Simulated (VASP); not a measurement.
# Ca (Fm-3m) in VASP: a series of runs, part 2 of 2

VASP 6.6.1.

**4. Single point, LDA**

This run uses another cell than the first one, of 38.13 Å³/atom, 0.926 times its volume.

Input file INCAR:

```
PREC = Accurate ; ENCUT = 520
EDIFF = 1E-7 ; ISMEAR = -1
SIGMA = 0.1 ; LREAL = F
LASPH = T ; NELM = 100
ALGO = Normal ; ISIF = 2
LWAVE = F ; LCHARG = F
GGA = CA ; NBANDS = 11
```

Input file KPOINTS:

```
regular mesh
0
Gamma
  15 15 15
```

Input file POSCAR:

```
Ca
1.0
    0.0000000000      2.6714532750      2.6714532750
    2.6714532750      0.0000000000      2.6714532750
    2.6714532750      2.6714532750      0.0000000000
Ca
1
Direct
    0.0000000000      0.0000000000      0.0000000000
```

Potentials or basis: VASP PAW LDA potentials, release 64 (Ca_sv).

On the command line:

```console
> cat potpaw_LDA.64/Ca_sv/POTCAR > POTCAR
> mpirun -np 1 vasp_std > vasp.out
```

OUTCAR:

```text
PREC = Accurate
   ENCUT = 520
   EDIFF = 1E-7
   ISMEAR = -1
   LREAL = F
   LASPH = T
   NELM = 100
   ISIF = 2
   GGA = CA

 ion  position               nearest neighbor table
   1  0.000  0.000  0.000-

  LATTYP: Found a face centered cubic cell.
 ALAT       =     5.3429065500

  Lattice vectors:

 A1 = (   0.0000000000,   2.6714532750,   2.6714532750)
 A2 = (   2.6714532750,   0.0000000000,   2.6714532750)
 A3 = (   2.6714532750,   2.6714532750,   0.0000000000)

Analysis of symmetry for initial positions (statically):
[... 33 lines left out ...]
                                     Primitive cell

  volume of cell :      38.1305

  direct lattice vectors                    reciprocal lattice vectors
     0.000000000  2.671453275  2.671453275    -0.187164045  0.187164045  0.187164045
     2.671453275  0.000000000  2.671453275     0.187164045 -0.187164045  0.187164045
     2.671453275  2.671453275  0.000000000     0.187164045  0.187164045 -0.187164045

  length of vectors
     3.778005453  3.778005453  3.778005453     0.324177635  0.324177635  0.324177635

  position of ions in fractional coordinates (direct lattice)
     0.000000000  0.000000000  0.000000000

  ion indices of the primitive-cell ions
[... 120 lines left out ...]

 E-fermi :   2.2002     XC(G=0):  -8.2980

 val. band max:        2.1966621369   @ k =  -0.4000   0.2667   0.0667
 cond. band min:       2.2048491438   @ k =  -0.3333   0.4000   0.0667
 fundamental gap:      0.0081870069
 Fermi energy:         2.2002096267

 k-point     1 :       0.0000    0.0000    0.0000
  band No.  band energies     occupation
      1     -39.1320      2.00000
      2     -20.3232      2.00000
      3     -20.3232      2.00000
      4     -20.3232      2.00000
      5      -2.0000      2.00000
      6       4.5437      0.00000
      7       4.5437      0.00000
      8       4.5437      0.00000
      9       5.7471      0.00000
     10       5.7471      0.00000
     11      11.8465      0.00000
[... 309 lines left out ...]
 k-point    24 :       0.2000    0.1333    0.0000
  band No.  band energies     occupation
      1     -39.1237      2.00000
      2     -20.3823      2.00000
      3     -20.3421      2.00000
      4     -20.3404      2.00000
      5      -1.2715      2.00000
      6       3.8985      0.00000
      7       4.7812      0.00000
      8       4.8290      0.00000
      9       5.1724      0.00000
     10       5.9214      0.00000
     11      12.0145      0.00000

 [... further k-points ...]
[... 5 lines left out ...]
  --------------------------------------------------------------------------------------
  -------------------------------------------------------------------------------------
  Total       -0.0009379     -0.0009379     -0.0009379      0.0000000      0.0000000      0.0000000
  in kB       -0.0394106     -0.0394106     -0.0394106      0.0000000      0.0000000      0.0000000
  external PRESSURE =      -0.0394106 kB  Pullay stress =       0.0000000 kB

 VOLUME and BASIS-vectors are now :
 -----------------------------------------------------------------------------
  energy-cutoff  :      520.00
  volume of cell :       38.13
      direct lattice vectors                 reciprocal lattice vectors
     0.000000000  2.671453275  2.671453275    -0.187164045  0.187164045  0.187164045
     2.671453275  0.000000000  2.671453275     0.187164045 -0.187164045  0.187164045
     2.671453275  2.671453275  0.000000000     0.187164045  0.187164045 -0.187164045

 POSITION                                       TOTAL-FORCE (eV/Angst)
 -----------------------------------------------------------------------------------
      0.00000      0.00000      0.00000        -0.000000      0.000000     -0.000000
 -----------------------------------------------------------------------------------
    total drift:                               -0.000000     -0.000000     -0.000000

  FREE ENERGIE OF THE ION-ELECTRON SYSTEM (eV)
  ---------------------------------------------------
  free  energy   TOTEN  =        -2.2262489620 eV

  energy  without entropy=       -2.1859956559  energy(sigma->0) =       -2.20612231
```

OSZICAR:

```text
N       E                     dE             d eps       ncg     rms          rms(c)
DAV:   1     0.676683410265E+02    0.67668E+02   -0.50666E+03  2640   0.833E+02
DAV:   2    -0.725595048897E+00   -0.68394E+02   -0.67663E+02  2901   0.211E+02
DAV:   3    -0.217966862296E+01   -0.14541E+01   -0.14385E+01  3861   0.307E+01
DAV:   4    -0.224714462435E+01   -0.67476E-01   -0.67182E-01  3383   0.515E+00
DAV:   5    -0.224843802404E+01   -0.12934E-02   -0.12933E-02  3722   0.636E-01    0.222E+00
DAV:   6    -0.223211911332E+01    0.16319E-01   -0.14672E-02  3261   0.129E+00    0.135E+00
DAV:   7    -0.222674182573E+01    0.53773E-02   -0.19042E-02  3325   0.157E+00    0.104E-01
DAV:   8    -0.222624872372E+01    0.49310E-03   -0.21648E-03  3174   0.442E-01    0.212E-02
DAV:   9    -0.222624879237E+01   -0.68644E-07   -0.64637E-05  3197   0.767E-02    0.967E-03
DAV:  10    -0.222624909642E+01   -0.30406E-06   -0.59944E-06  4118   0.154E-02    0.126E-03
DAV:  11    -0.222624896032E+01    0.13610E-06   -0.13153E-07  3303   0.280E-03    0.171E-03
DAV:  12    -0.222624896204E+01   -0.17179E-08   -0.28034E-08  1716   0.207E-03
   1 F= -.22262490E+01 E0= -.22061223E+01  d E =-.402533E-01
```

stdout:

```text
POSCAR found type information on POSCAR Ca
 POSCAR found :  1 types and       1 ions
 scaLAPACK will be used
 LDA part: xc-table for (Slater(with rela. corr.)+CA(PZ))
 , standard interpolation
 POSCAR, INCAR and KPOINTS ok, starting setup
 FFT: planning ... GRIDC
 FFT: planning ... GRID_SOFT
 FFT: planning ... GRID
 WAVECAR not read
 entering main loop
```

It took 27 s on 1 thread of AMD EPYC 7R13 (Zen 3), shared host; peak memory 0.14 GiB.

Results:

- Free energy: -2.2262 eV
- Pressure: 0.0 GPa
- Band gap on the k mesh: zero (band 5 reaches 2.30 eV, above the bottom of band 6 at 2.19 eV)

Levels at points of the mesh, in eV from the Fermi level:
| k point | band 3 | band 4 | band 5 | band 6 | band 7 | band 8 |
| --- | --- | --- | --- | --- | --- | --- |
| (0.00, 0.00, 0.00) | -22.52 | -22.52 | -4.20 | 2.34 | 2.34 | 2.34 |

**5. Single point, LDA**

This run uses another cell than the first one, of 38.13 Å³/atom, 0.926 times its volume.

Input file INCAR:

```
PREC     = Accurate       # precision mode
ENCUT    = 520            # plane-wave cutoff, eV
EDIFF    = 1E-7           # SCF threshold, eV
ISMEAR   = -1             # smearing method
SIGMA    = 0.1            # smearing width, eV
LREAL    = False          # projectors in reciprocal space
LASPH    = True           # aspherical terms in the spheres
NELM     = 100            # most SCF steps
ALGO     = Normal         # electronic algorithm
ISIF     = 2              # what is computed and relaxed
LWAVE    = False          # write WAVECAR
LCHARG   = False          # write CHGCAR
GGA      = CA             # functional
NBANDS   = 11             # bands
```

Input file KPOINTS:

```
regular mesh
0
Gamma
  17 17 17
```

POSCAR is that of step 4.

Potentials or basis: VASP PAW LDA potentials, release 64 (Ca_sv).

On the command line:

```console
> cat potpaw_LDA.64/Ca_sv/POTCAR > POTCAR
> mpirun -np 1 vasp_std > vasp.out
```

OUTCAR:

```text
PREC = Accurate
   ENCUT = 520
   EDIFF = 1E-7
   ISMEAR = -1
   LREAL = False
   LASPH = True
   NELM = 100
   ISIF = 2
   GGA = CA

 ion  position               nearest neighbor table
   1  0.000  0.000  0.000-

  LATTYP: Found a face centered cubic cell.
 ALAT       =     5.3429065500

  Lattice vectors:

 A1 = (   0.0000000000,   2.6714532750,   2.6714532750)
 A2 = (   2.6714532750,   0.0000000000,   2.6714532750)
[... 504 lines left out ...]
      1     -39.1274      2.00000
      2     -20.3637      2.00000
      3     -20.3339      2.00000
      4     -20.3270      2.00000
      5      -1.5948      2.00000
      6       4.1561      0.00000
      7       4.6527      0.00000
      8       4.7023      0.00000
      9       5.5266      0.00000
     10       5.7554      0.00000
     11      12.0753      0.00000

 [... further k-points ...]
[... 5 lines left out ...]
  --------------------------------------------------------------------------------------
  -------------------------------------------------------------------------------------
  Total       -0.0008988     -0.0008988     -0.0008988     -0.0000000      0.0000000      0.0000000
  in kB       -0.0377643     -0.0377643     -0.0377643     -0.0000000      0.0000000      0.0000000
  external PRESSURE =      -0.0377643 kB  Pullay stress =       0.0000000 kB

 VOLUME and BASIS-vectors are now :
 -----------------------------------------------------------------------------
  energy-cutoff  :      520.00
  volume of cell :       38.13
      direct lattice vectors                 reciprocal lattice vectors
     0.000000000  2.671453275  2.671453275    -0.187164045  0.187164045  0.187164045
     2.671453275  0.000000000  2.671453275     0.187164045 -0.187164045  0.187164045
     2.671453275  2.671453275  0.000000000     0.187164045  0.187164045 -0.187164045

 POSITION                                       TOTAL-FORCE (eV/Angst)
 -----------------------------------------------------------------------------------
      0.00000      0.00000      0.00000        -0.000000     -0.000000      0.000000
 -----------------------------------------------------------------------------------
    total drift:                               -0.000000     -0.000000     -0.000000

  FREE ENERGIE OF THE ION-ELECTRON SYSTEM (eV)
  ---------------------------------------------------
  free  energy   TOTEN  =        -2.2263198269 eV

  energy  without entropy=       -2.1862998964  energy(sigma->0) =       -2.20630986
```

stdout:

```text
POSCAR found type information on POSCAR Ca
 POSCAR found :  1 types and       1 ions
 scaLAPACK will be used
 LDA part: xc-table for (Slater(with rela. corr.)+CA(PZ))
 , standard interpolation
 POSCAR, INCAR and KPOINTS ok, starting setup
 FFT: planning ... GRIDC
 FFT: planning ... GRID_SOFT
 FFT: planning ... GRID
 WAVECAR not read
 entering main loop
```

It took 40 s on 1 thread of AMD EPYC 7R13 (Zen 3), shared host; peak memory 0.16 GiB.

What came out:

| Quantity | Value |
| --- | --- |
| Free energy | -2.2263 eV |
| Pressure | 0.0 GPa |
| Band gap on the k mesh | zero (band 5 reaches 2.28 eV, above the bottom of band 6 at 2.18 eV) |

**6. Summary**

| cell | k mesh | gap on the mesh (eV) | pressure (GPa) |
| --- | --- | --- | --- |
| a = 3.876 Å, angles 60.0°, 1 atom | 17 × 17 × 17 | none | -1.3 |
| a = 3.923 Å, angles 60.0°, 1 atom | 17 × 17 × 17 | none | -1.8 |
| a = 3.778 Å, angles 60.0°, 1 atom | 15 × 15 × 15 | none | 0.0 |
| a = 3.778 Å, angles 60.0°, 1 atom | 17 × 17 × 17 | none | 0.0 |

Alike in all rows: task single point; level LDA; potentials or basis VASP PAW LDA potentials, release 64 (Ca_sv); no spin polarisation; cutoff (eV) 520; smearing fermi-dirac 0.1 eV.

Total energies depend on the potentials used, so only differences within one code and one set of settings carry meaning.
